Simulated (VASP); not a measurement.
Runs of VASP 6.6.1 on MgO (Periclase). The structure is that of space group Fm-3m (No. 225), or close to it. The cells are those of the table. 

```csv
cell,gap on the mesh (eV),pressure (GPa)
"a = 2.957 Å, angles 60.0°, 2 atoms",(b),7.5
"a = 3.031 Å, angles 60.0°, 2 atoms",4.23,-4.3
"a = 3.007 Å, angles 60.0°, 2 atoms",4.46,-0.8
"a = 3.055 Å, angles 60.0°, 2 atoms",(a),-7.3
"a = 3.078 Å, angles 60.0°, 2 atoms",3.82,-9.9
"a = 2.879 Å, angles 60.0°, 2 atoms",5.78,24.7
"a = 2.905 Å, angles 60.0°, 2 atoms",5.49,18.2
"a = 2.931 Å, angles 60.0°, 2 atoms",5.21,12.5
```

Alike in all rows: task single point; level PBE; potentials or basis VASP PAW PBE potentials, release 64 (Mg, O); no spin polarisation; k mesh 8 × 8 × 8; cutoff (eV) 600; smearing gaussian 0.01 eV.

Fill in the values left out.

(a) 4.02; (b) 4.94.

